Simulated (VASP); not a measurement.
# Au (P6/mmm) in VASP: notebook

Au is run at these levels: PBE; tasks: single point.

Program: VASP 6.6.1. These are calculated values, not measurements. Logs are shortened: lines on timing, memory, paths and dates and some standing lists are left out, and cuts for length are marked.

### Step 1. The cell of the first run

The structure is hexagonal, space group P6/mmm (No. 191). Conventional cell: a = 2.502 Å, b = 2.502 Å, c = 2.427 Å, α = 90.00°, β = 90.00°, γ = 120.00°. Au (site symmetry 6/mmm) has 8 Au at 2.43 to 2.50 Å within 3.2 Å.

### Step 2. Single point, PBE (volume scaled by 0.68)

The input, INCAR:

```
  PREC = Accurate
  ENCUT = 520
  EDIFF = 1E-6
  ISMEAR = -1
  SIGMA = 0.08
  LREAL = False
  LASPH = True
  NELM = 80
  ALGO = Normal
  ISIF = 2
  LWAVE = False
  LCHARG = True
  GGA = PE
  LELF = True
  LVHAR = True
  NBANDS = 12
```

The input, KPOINTS:

```
regular mesh
0
Gamma
  15 15 14
```

The input, POSCAR:

```
Au
1.0
    2.5016451178      0.0000000000      0.0000000000
   -1.2508225589      2.1664882233      0.0000000000
    0.0000000000      0.0000000000      2.4271870962
Au
1
Direct
    0.0000000000      0.0000000000      0.0000000000
```

Potentials or basis: VASP PAW PBE potentials, release 64 (Au).

Command:

```bash
$ cat potpaw_PBE.64/Au/POTCAR > POTCAR
$ mpirun -np 1 vasp_std > vasp.out
```

OUTCAR:

```text
PREC = Accurate
   ENCUT = 520
   EDIFF = 1E-6
   ISMEAR = -1
   LREAL = False
   LASPH = True
   NELM = 80
   ISIF = 2
   GGA = PE

 ion  position               nearest neighbor table
   1  0.000  0.000  0.000-

  LATTYP: Found a hexagonal cell.
 ALAT       =     2.5016451178
 C/A-ratio  =     0.9702363772

  Lattice vectors:

 A1 = (   2.5016451178,   0.0000000000,   0.0000000000)
 A2 = (  -1.2508225589,   2.1664882233,   0.0000000000)
 A3 = (   0.0000000000,   0.0000000000,   2.4271870962)

Analysis of symmetry for initial positions (statically):
=====================================================================
 Subroutine PRICEL returns:
 Original cell was already a primitive cell.

 Routine SETGRP: Setting up the symmetry group for a
 hexagonal supercell.

 Subroutine GETGRP returns: Found 24 space group operations
 (whereof 24 operations were pure point group operations)
 out of a pool of 24 trial point group operations.

The static configuration has the point symmetry D_6h.

Analysis of symmetry for dynamics (positions and initial velocities):
=====================================================================
 Subroutine PRICEL returns:
 Original cell was already a primitive cell.

 Routine SETGRP: Setting up the symmetry group for a
 hexagonal supercell.

 Subroutine GETGRP returns: Found 24 space group operations
 (whereof 24 operations were pure point group operations)
 out of a pool of 24 trial point group operations.

The dynamic configuration has the point symmetry D_6h.

 Subroutine INISYM returns: Found 24 space group operations
 (whereof 24 operations are pure point group operations),
 and found     1 'primitive' translations

----------------------------------------------------------------------------------------

                                     Primitive cell

  volume of cell :      13.1548

  direct lattice vectors                    reciprocal lattice vectors
     2.501645118  0.000000000  0.000000000     0.399736954  0.230788238  0.000000000
    -1.250822559  2.166488223  0.000000000     0.000000000  0.461576476  0.000000000
     0.000000000  0.000000000  2.427187096     0.000000000  0.000000000  0.411999554

  length of vectors
     2.501645118  2.501645118  2.427187096     0.461576476  0.461576476  0.411999554

  position of ions in fractional coordinates (direct lattice)
     0.000000000  0.000000000  0.000000000

  ion indices of the primitive-cell ions
   primitive index   ion index
                 1           1

----------------------------------------------------------------------------------------

 KPOINTS: regular mesh

Automatic generation of k-mesh.
 Grid dimensions read from file:
 generate k-points for:   15   15   14

 Generating k-lattice:

  Cartesian coordinates                     Fractional coordinates (reciprocal lattice)
     0.026649130  0.015385883  0.000000000     0.066666667  0.000000000  0.000000000
     0.000000000  0.030771765  0.000000000     0.000000000  0.066666667  0.000000000
     0.000000000  0.000000000  0.029428540     0.000000000  0.000000000  0.071428571

  Length of vectors
     0.030771765  0.030771765  0.029428540

  Shift w.r.t. Gamma in fractional coordinates (k-lattice)
     0.000000000  0.000000000  0.000000000

 Subroutine IBZKPT returns following result:
 ===========================================

 Found    216 irreducible k-points:

 Following reciprocal coordinates:
            Coordinates               Weight
  0.000000  0.000000  0.000000      1.000000
  0.066667  0.000000  0.000000      6.000000
  0.133333  0.000000  0.000000      6.000000
  0.200000  0.000000  0.000000      6.000000
  0.266667  0.000000  0.000000      6.000000
  0.333333  0.000000  0.000000      6.000000
[... 16 lines left out ...]
  0.333333  0.200000  0.000000     12.000000
  0.400000  0.200000  0.000000      6.000000
 [... further k-points ...]
   k-points           NKPTS =    216   k-points in BZ     NKDIM =    216   number of bands    NBANDS=     12
   number of dos      NEDOS =    301   number of ions     NIONS =      1
   total plane-waves  NPLWV =   7200
   dimension x,y,z NGX =    20 NGY =   20 NGZ =   18
   dimension x,y,z NGXF=    40 NGYF=   40 NGZF=   36
   ions per type =               1
   NGX,Y,Z   is equivalent  to a cutoff of  13.29, 13.29, 12.33 a.u.
   NGXF,Y,Z  is equivalent  to a cutoff of  26.58, 26.58, 24.66 a.u.
 SYSTEM =  unknown system
   PREC   = accura    normal or accurate (medium, high low for compatibility)
   ISTART =      0    job   : 0-new  1-cont  2-samecut
   ICHARG =      2    charge: 1-file 2-atom 10-const
   ISPIN  =      1    spin polarized calculation?
   LNONCOLLINEAR =      F non collinear calculations
   LSORBIT =      F    spin-orbit coupling
   LASPH  =      T    aspherical Exc in radial PAW
   ENCUT  =  520.0 eV  38.22 Ry    6.18 a.u.   4.65  4.65  4.51*2*pi/ulx,y,z
   NELM   =     80;   NELMIN=  2; NELMDL= -5     # of ELM steps
   EDIFF  = 0.1E-05   stopping-criterion for ELM
   LREAL  =      F    real-space projection
   EDIFFG = 0.1E-04   stopping-criterion for IOM
   NSW    =      0    number of steps for IOM
   IBRION =     -1    ionic relax: 0-MD 1-quasi-New 2-CG
   NFREE  =      0    steps in history (QN), initial steepest desc. (CG)
   ISIF   =      2    stress and relaxation
   ISYM   =      2    0-nonsym 1-usesym 2-fastsym
   POTIM  = 0.5000    time-step for ionic-motion
   TEBEG  =    0.0;   TEEND  =   0.0 temperature during run
   PSTRESS=    0.0 pullay stress
   NELECT =      11.0000    total number of electrons
   NUPDOWN=      -1.0000    fix difference up-down
   EMIN   =  10.00;   EMAX   =-10.00  energy-range for DOS
   EFERMI =   0.00;   METHOD = LEGACY
   ISMEAR =    -1;   SIGMA  =   0.08  broadening in eV -4-tet -1-fermi 0-gaus
   EFERMI_NEDOS =   21; number of points for ismear=-14 and -15
   IALGO  =     38    algorithm
   IMIX   =      4    mixing-type and parameters
     AMIX     =   0.40;   BMIX     =  1.00
     AMIX_MAG =   1.60;   BMIX_MAG =  1.00
  volume/ion in A,a.u.               =      13.15        88.77
  Fermi-wavevector in a.u.,A,eV,Ry     =   1.542330  2.914581 32.365290  2.378782
  Thomas-Fermi vector in A             =   2.648150
   LORBIT       =      0    0 simple, 1 ext, 2 COOP (PROOUT), +10 PAW based schemes
   GGA     = PE    functional components
[... 5 lines left out ...]
 non-spin polarized calculation
  energy-cutoff  :      520.00
  volume of cell :       13.15
 maximum number of plane-waves:       381
 NGX is ok and might be reduce to    20
   NGX =  9   NGY =  9   NGZ =  9

 number of electron      11.0000000 magnetization

 Free energy of the ion-electron system (eV)
  ---------------------------------------------------
  ext. energy  EPLUGINS =         0.00000000
  ---------------------------------------------------
  free energy    TOTEN  =        -1.36953431 eV

  energy without entropy =       -1.36318354  energy(sigma->0) =       -1.36635893

 E-fermi :  14.4672     XC(G=0): -14.2412

 val. band max:       14.4591021695   @ k =   0.3333   0.1333   0.0714
 cond. band min:      14.4924231185   @ k =   0.3333   0.0667   0.3571
 fundamental gap:      0.0333209490
 Fermi energy:        14.4671890915

 k-point     1 :       0.0000    0.0000    0.0000
  band No.  band energies     occupation
      1       1.5852      2.00000
      2       4.6325      2.00000
      3       7.9206      2.00000
      4       7.9206      2.00000
      5      12.6626      2.00000
      6      12.6626      2.00000
      7      28.7774      0.00000
      8      28.8803      0.00000
      9      36.4770      0.00000
     10      36.4770      0.00000
     11      38.3634      0.00000
     12      44.3858      0.00000

 k-point     2 :       0.0667    0.0000    0.0000
  band No.  band energies     occupation
      1       1.7958      2.00000
      2       4.7075      2.00000
      3       7.7812      2.00000
      4       8.0909      2.00000
      5      12.4803      2.00000
      6      12.6311      2.00000
      7      29.1466      0.00000
      8      29.2703      0.00000
      9      34.8484      0.00000
     10      35.9758      0.00000
     11      39.2705      0.00000
     12      44.7413      0.00000

 k-point     3 :       0.1333    0.0000    0.0000
  band No.  band energies     occupation
      1       2.3874      2.00000
      2       4.9215      2.00000
      3       7.4512      2.00000
      4       8.5901      2.00000
      5      11.9974      2.00000
      6      12.5425      2.00000
      7      29.9397      0.00000
      8      30.3579      0.00000
      9      32.6077      0.00000
     10      34.7645      0.00000
     11      39.5296      0.00000
     12      45.5872      0.00000

 k-point     4 :       0.2000    0.0000    0.0000
  band No.  band energies     occupation
      1       3.2101      2.00000
      2       5.2008      2.00000
      3       7.2253      2.00000
      4       9.3816      2.00000
      5      11.3568      2.00000
      6      12.4144      2.00000
      7      28.9429      0.00000
      8      31.9326      0.00000
      9      32.4279      0.00000
     10      33.2400      0.00000
     11      38.9966      0.00000
     12      44.7982      0.00000

 k-point     5 :       0.2667    0.0000    0.0000
  band No.  band energies     occupation
      1       3.9481      2.00000
      2       5.3270      2.00000
      3       7.6703      2.00000
      4      10.3948      2.00000
      5      10.7002      2.00000
      6      12.2703      2.00000
      7      26.4890      0.00000
      8      31.6067      0.00000
      9      33.3860      0.00000
     10      33.6911      0.00000
     11      38.3414      0.00000
     12      43.9702      0.00000

 k-point     6 :       0.3333    0.0000    0.0000
  band No.  band energies     occupation
      1       4.2247      2.00000
      2       5.4212      2.00000
      3       8.9826      2.00000
      4      10.1324      2.00000
      5      11.5083      2.00000
      6      12.1355      2.00000
      7      23.9671      0.00000
      8      30.0051      0.00000
      9      33.3133      0.00000
     10      35.2170      0.00000
     11      37.8906      0.00000
     12      43.9948      0.00000

 k-point     7 :       0.4000    0.0000    0.0000
  band No.  band energies     occupation
      1       4.1172      2.00000
      2       5.6585      2.00000
      3       9.7215      2.00000
      4      10.6995      2.00000
      5      12.0321      2.00000
      6      12.5229      2.00000
      7      21.6310      0.00000
      8      28.6403      0.00000
      9      32.4976      0.00000
     10      36.1337      0.00000
     11      37.5378      0.00000
     12      42.7417      0.00000

 k-point     8 :       0.4667    0.0000    0.0000
  band No.  band energies     occupation
      1       3.9947      2.00000
      2       5.8262      2.00000
      3       9.5070      2.00000
      4      11.9763      2.00000
      5      12.1091      2.00000
      6      13.1563      2.00000
      7      19.9590      0.00000
      8      27.8196      0.00000
      9      31.8738      0.00000
     10      36.4756      0.00000
     11      37.3234      0.00000
     12      42.0877      0.00000
[... 166 lines left out ...]
 k-point    20 :       0.4000    0.1333    0.0000
  band No.  band energies     occupation
      1       4.7276      2.00000
      2       5.8999      2.00000
      3       9.6629      2.00000
      4      10.0334      2.00000
      5      11.5935      2.00000
      6      15.4623      0.00001
      7      19.5956      0.00000
      8      25.5551      0.00000
      9      32.6176      0.00000
     10      37.9059      0.00000
     11      39.8650      0.00000
     12      41.4700      0.00000

 k-point    21 :       0.2000    0.2000    0.0000
  band No.  band energies     occupation
      1       5.1814      2.00000
      2       6.2168      2.00000
      3       6.5681      2.00000
      4      10.2715      2.00000
      5      11.7509      2.00000
      6      12.9127      2.00000
      7      24.4092      0.00000
      8      26.6870      0.00000
      9      34.4360      0.00000
     10      36.5520      0.00000
     11      39.0882      0.00000
     12      42.8142      0.00000

 k-point    22 :       0.2667    0.2000    0.0000
  band No.  band energies     occupation
      1       5.5674      2.00000
      2       5.9534      2.00000
      3       7.5900      2.00000
      4      10.0276      2.00000
      5      11.4674      2.00000
      6      14.5725      0.42280
      7      22.1496      0.00000
      8      25.1841      0.00000
      9      33.6763      0.00000
     10      38.3790      0.00000
     11      40.3455      0.00000
     12      42.8513      0.00000

 k-point    23 :       0.3333    0.2000    0.0000
  band No.  band energies     occupation
      1       5.5815      2.00000
      2       5.9408      2.00000
      3       8.6228      2.00000
      4       9.8827      2.00000
      5      11.2635      2.00000
      6      16.1525      0.00000
      7      20.0667      0.00000
      8      24.0786      0.00000
      9      33.4802      0.00000
     10      39.4071      0.00000
     11      39.9022      0.00000
     12      43.2960      0.00000

 k-point    24 :       0.4000    0.2000    0.0000
  band No.  band energies     occupation
      1       5.5209      2.00000
      2       5.9982      2.00000
      3       9.0716      2.00000
      4       9.8354      2.00000
      5      11.1892      2.00000
      6      17.1370      0.00000
      7      18.8889      0.00000
      8      23.6361      0.00000
      9      33.5137      0.00000
     10      39.3324      0.00000
     11      39.6322      0.00000
     12      43.3291      0.00000

 [... further k-points ...]
[... 5 lines left out ...]
  --------------------------------------------------------------------------------------
  -------------------------------------------------------------------------------------
  Total       11.5191002     11.5191002     11.5087627     -0.0000000      0.0000000      0.0000000
  in kB     1402.9553573   1402.9553574   1401.6963137     -0.0000000      0.0000000      0.0000000
  external PRESSURE =    1402.5356762 kB  Pullay stress =       0.0000000 kB

 VOLUME and BASIS-vectors are now :
 -----------------------------------------------------------------------------
  energy-cutoff  :      520.00
  volume of cell :       13.15
      direct lattice vectors                 reciprocal lattice vectors
     2.501645118  0.000000000  0.000000000     0.399736954  0.230788238  0.000000000
    -1.250822559  2.166488223  0.000000000     0.000000000  0.461576476  0.000000000
     0.000000000  0.000000000  2.427187096     0.000000000  0.000000000  0.411999554

 POSITION                                       TOTAL-FORCE (eV/Angst)
 -----------------------------------------------------------------------------------
      0.00000      0.00000      0.00000        -0.000000      0.000000      0.000000
 -----------------------------------------------------------------------------------
    total drift:                                0.000000      0.000000      0.000000

  FREE ENERGIE OF THE ION-ELECTRON SYSTEM (eV)
  ---------------------------------------------------
  free  energy   TOTEN  =        -1.3695343107 eV

  energy  without entropy=       -1.3631835449  energy(sigma->0) =       -1.36635893
```

Run time: 16 s. Hardware: 1 thread of Intel Xeon Platinum 8559C (Emerald Rapids), shared host; peak memory 0.15 GiB.

What came out:

```
Free energy : -1.3695 eV
Pressure    : 140.3 GPa
```

Caveat: the cell differs from its parent crystal (volume scaled by 0.68); spin-orbit coupling is left out, which moves the levels of the heavy elements.

### Step 3. Single point, PBE

This run uses another cell than the first one, of 15.09 Å³/atom, 1.147 times its volume.

The input, INCAR:

```
SYSTEM = Au
PREC = Accurate
ENCUT = 520
EDIFF = 1E-6
ISMEAR = -1
SIGMA = 0.08
LREAL = .FALSE.
LASPH = .TRUE.
NELM = 100
ALGO = Normal
ISIF = 2
LWAVE = .FALSE.
LCHARG = .FALSE.
GGA = PE
NBANDS = 12
```

The input, KPOINTS:

```
Automatic mesh
0
G
  15 15 14
  0 0 0
```

The input, POSCAR:

```
Au
1.0
    2.6145359869      0.0000000000      0.0000000000
   -1.3072679935      2.2642545838      0.0000000000
    0.0000000000      0.0000000000      2.5488900303
Au
1
Direct
    0.0000000000      0.0000000000      0.0000000000
```

Potentials or basis: VASP PAW PBE potentials, release 64 (Au).

Command:

```bash
$ cat potpaw_PBE.64/Au/POTCAR > POTCAR
$ mpirun -np 1 vasp_std > vasp.out
```

OUTCAR:

```text
SYSTEM = Au
   PREC = Accurate
   ENCUT = 520
   EDIFF = 1E-6
   ISMEAR = -1
   LREAL = .FALSE.
   LASPH = .TRUE.
   NELM = 100
   ISIF = 2
   GGA = PE

 ion  position               nearest neighbor table
   1  0.000  0.000  0.000-

  LATTYP: Found a hexagonal cell.
 ALAT       =     2.6145359869
 C/A-ratio  =     0.9748919285

  Lattice vectors:

 A1 = (   2.6145359869,   0.0000000000,   0.0000000000)
 A2 = (  -1.3072679935,   2.2642545838,   0.0000000000)
 A3 = (   0.0000000000,   0.0000000000,   2.5488900303)

[... 537 lines left out ...]
     12      38.5869      0.00000

 [... further k-points ...]

------------------------ aborting loop because EDIFF is reached ----------------------------------------

  FORCE on cell =-STRESS in cart. coord.  units (eV):
  Direction    XX          YY          ZZ          XY          YZ          ZX
  --------------------------------------------------------------------------------------
  -------------------------------------------------------------------------------------
  Total        5.7654101      5.7654101      5.7626408     -0.0000000      0.0000000      0.0000000
  in kB      612.1668504    612.1668504    611.8728046     -0.0000000      0.0000000      0.0000000
  external PRESSURE =     612.0688352 kB  Pullay stress =       0.0000000 kB

 VOLUME and BASIS-vectors are now :
 -----------------------------------------------------------------------------
  energy-cutoff  :      520.00
  volume of cell :       15.09
      direct lattice vectors                 reciprocal lattice vectors
     2.614535987  0.000000000  0.000000000     0.382477046  0.220823225  0.000000000
    -1.307267994  2.264254584  0.000000000     0.000000000  0.441646451  0.000000000
     0.000000000  0.000000000  2.548890030     0.000000000  0.000000000  0.392327636

 POSITION                                       TOTAL-FORCE (eV/Angst)
 -----------------------------------------------------------------------------------
      0.00000      0.00000      0.00000        -0.000000      0.000000      0.000000
 -----------------------------------------------------------------------------------
    total drift:                                0.000000      0.000000      0.000000

  FREE ENERGIE OF THE ION-ELECTRON SYSTEM (eV)
  ---------------------------------------------------
  free  energy   TOTEN  =        -2.5313907386 eV

  energy  without entropy=       -2.5250684867  energy(sigma->0) =       -2.52822961
```

It took 15 s on 1 thread of Intel Xeon Platinum 8559C (Emerald Rapids), shared host; peak memory 0.15 GiB.

What came out:

| Quantity | Value |
| --- | --- |
| Free energy | -2.5314 eV |
| Pressure | 61.2 GPa |

Levels at points of the mesh, in eV from the Fermi level:
| k point | band 3 | band 4 | band 5 | band 6 | band 7 | band 8 | band 9 | band 10 |
| --- | --- | --- | --- | --- | --- | --- | --- | --- |
| (0.00, 0.00, 0.00) | -5.52 | -5.52 | -1.77 | -1.77 | 13.81 | 14.89 | 20.95 | 20.95 |
| (0.00, 0.00, 0.50) | -5.09 | -3.73 | -3.73 | -2.55 | 2.66 | 17.70 | 21.17 | 21.46 |

Caveat: spin-orbit coupling is left out, which moves the levels of the heavy elements.
